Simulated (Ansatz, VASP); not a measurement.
## Ir in VASP and in Ansatz

The input INCAR:

```
SYSTEM = Ir
PREC     = Accurate       ! precision mode
ENCUT    = 560            ! plane-wave cutoff, eV
EDIFF    = 1E-6           ! SCF threshold, eV
ISMEAR   = 0              ! smearing method
SIGMA    = 0.15           ! smearing width, eV
LREAL    = .FALSE.        ! projectors in reciprocal space
LASPH    = .TRUE.         ! aspherical terms in the spheres
NELM     = 120            ! most SCF steps
ALGO     = Normal         ! electronic algorithm
ISIF     = 2              ! what is computed and relaxed
LWAVE    = .FALSE.        ! write WAVECAR
LCHARG   = .FALSE.        ! write CHGCAR
GGA      = PS             ! functional
NBANDS   = 14             ! bands
GGA_COMPAT= .FALSE.
```

Contents of KPOINTS:

```
regular mesh
0
G
  22 22 22
  0 0 0
```

Contents of POSCAR:

```
Ir
1.0
    0.0000000000      1.9197000000      1.8909045000
    1.9197000000      0.0000000000      1.8909045000
    1.9197000000      1.9197000000      0.0000000000
Ir
1
Direct
    0.0000000000      0.0000000000      0.0000000000
```

Input for Ansatz:

```yaml
crystal:
  lattice:
    - [0.0, 1.9197, 1.8909045]
    - [1.9197, 0.0, 1.8909045]
    - [1.9197, 1.9197, 0.0]
  atoms:
    - { symbol: Ir, position: [0.0, 0.0, 0.0] }
basis:
  ecutwfc: 420
kpoints:
  mp_grid: { grid: [22, 22, 22] }
hamiltonian:
  xc: pbesol
scf:
  occupations: { method: gaussian, width: 0.15 }
output:
  forces: true
  stress: true
  eigenvalues: true
```

Change from the starting cell: strain -0.0150 x Voigt [0, 0, 1, 0, 0, 0], atoms carried along.

Alike in both runs: task single point; functional PBEsol; k mesh 22 × 22 × 22; occupations gaussian, width 0.15 eV; no spin polarisation.

|  | VASP | Ansatz |
| --- | --- | --- |
| version | VASP 6.6.1 | Ansatz 0.2.0 |
| potentials or method | VASP PAW PBE potentials, release 64 (Ir_sv_GW), cutoff 560 eV | scalar-relativistic, plane waves, PAW |
| valence electrons in the cell | 17 | 17 |

```tsv
	VASP	Ansatz	Ansatz less VASP
gap on the k mesh at the Fermi level (eV)	none	none	-
pressure (GPa)	1.4	3.3	+1.93
traceless stress, the component that is largest in VASP (GPa)	3.87	3.89	+0.013
```

VASP's potentials were made for PBE, not for PBEsol. A gap of «none» marks a metal or a gap that the smearing closes. The functional is the same, so the differences come from potentials, cutoffs and numerics.

Spin-orbit coupling is off throughout.
